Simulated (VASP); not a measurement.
A run of VASP 6.6.1 is set up as follows.

File INCAR:

```
ALGO = Normal
EDIFF = 1E-7
ENCUT = 520
GGA = PS
ISIF = 2
ISMEAR = -1
LASPH = True
LCHARG = False
LREAL = False
LWAVE = False
NBANDS = 10
NELM = 100
PREC = Accurate
SIGMA = 0.05
```

The input KPOINTS:

```
k-points
0
Gamma
  15 15 15
```

File POSCAR:

```
Ir
1.0
   -0.0575910000      1.8909045000      1.8909045000
    1.8909045000     -0.0575910000      1.8909045000
    1.8909045000      1.8909045000     -0.0575910000
Ir
1
Direct
    0.0000000000      0.0000000000      0.0000000000
```

Potentials or basis: VASP PAW PBE potentials, release 64 (Ir).

Command:

```sh
$ cat potpaw_PBE.64/Ir/POTCAR > POTCAR
$ mpirun -np 1 vasp_std > vasp.out
```

Problem. Estimate the pressure.

Solution. -0.5 GPa.

Stress tensor (GPa, compression positive):
```
-0.52  8.24  8.24
 8.24 -0.52  8.24
 8.24  8.24 -0.52
```

Caveat: the cell differs from its parent crystal (equal xy, yz and zx shear strains of -3 %); the PAW data sets were made with another functional, which shifts forces and pressure a little.
